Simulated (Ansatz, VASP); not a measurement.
**Two plane-wave programs on WSe2**

File INCAR:

```
PREC = Accurate
ENCUT = 520
EDIFF = 1E-6
ISMEAR = 0
SIGMA = 0.05
LREAL = F
LASPH = T
NELM = 100
ALGO = Normal
ISIF = 2
LWAVE = F
LCHARG = T
LDIPOL = T
IDIPOL = 3
DIPOL = 0.5 0.5 0.407
GGA = PE
IVDW = 12
LELF = T
LVHAR = T
LVACPOTAV = T
NBANDS = 35
```

File KPOINTS:

```
regular mesh
0
Gamma
  9 9 1
```

POSCAR

```
WSe2
1.0
    3.2854929709      0.0000000000      0.0000000000
   -1.6427464855      2.8453203767      0.0000000000
    0.0000000000      0.0000000000     24.2386466774
Se W
4 2
Direct
    0.3333333333      0.6666666667      0.1856539294
    0.3333333333      0.6666666667      0.3246601777
    0.6666666667      0.3333333333      0.4900984571
    0.6666666667      0.3333333333      0.6291047054
    0.6666666667      0.3333333333      0.2551570536
    0.3333333333      0.6666666667      0.5596015813
```

Input for Ansatz:

```yaml
crystal:
  lattice:
    - [3.2854929709, 0.0, 0.0]
    - [-1.6427464855, 2.8453203767, 0.0]
    - [0.0, 0.0, 24.2386466774]
  atoms:
    - { symbol: Se, position: [0.3333333333, 0.6666666667, 0.1856539294] }
    - { symbol: W, position: [0.6666666667, 0.3333333333, 0.2551570536] }
    - { symbol: Se, position: [0.3333333333, 0.6666666667, 0.3246601777] }
    - { symbol: Se, position: [0.6666666667, 0.3333333333, 0.4900984571] }
    - { symbol: W, position: [0.3333333333, 0.6666666667, 0.5596015813] }
    - { symbol: Se, position: [0.6666666667, 0.3333333333, 0.6291047054] }
basis:
  ecutwfc: 420
kpoints:
  mp_grid: { grid: [9, 9, 1] }
hamiltonian:
  xc: pbe
  pseudopotentials: { kind: paw, azcp: { folder: soft_1 } }
  dispersion: d3bj
scf:
  occupations: { method: gaussian, width: 0.05 }
output:
  forces: true
  eigenvalues: true
efield:
  axis: 3
  dipole_correction: true
  ramp_width: 0.04
```

Alike in both runs: task single point; functional PBE; dispersion D3(BJ); k mesh 9 × 9 × 1; occupations gaussian, width 0.05 eV; no spin polarisation.

|  | VASP | Ansatz |
| --- | --- | --- |
| version | VASP 6.6.1 | Ansatz 0.2.0 |
| potentials or method | VASP PAW PBE potentials, release 64 (Se, W_sv), cutoff 520 eV | scalar-relativistic, plane waves, PAW |
| valence electrons in the cell | 52 | 92 |

```tsv
	VASP	Ansatz	Ansatz less VASP
gap on the k mesh at the Fermi level (eV)	1.59	1.59	-0.001
least direct gap on the mesh (eV)	1.65	1.66	+0.004
rms of the force components (eV/Å)	0.051	0.034	-0.0170
```

VASP's potentials hold 52 valence electrons a cell and Ansatz's 92, so a difference there can come from the potentials and not from the codes.

Neither program's run includes spin-orbit coupling.
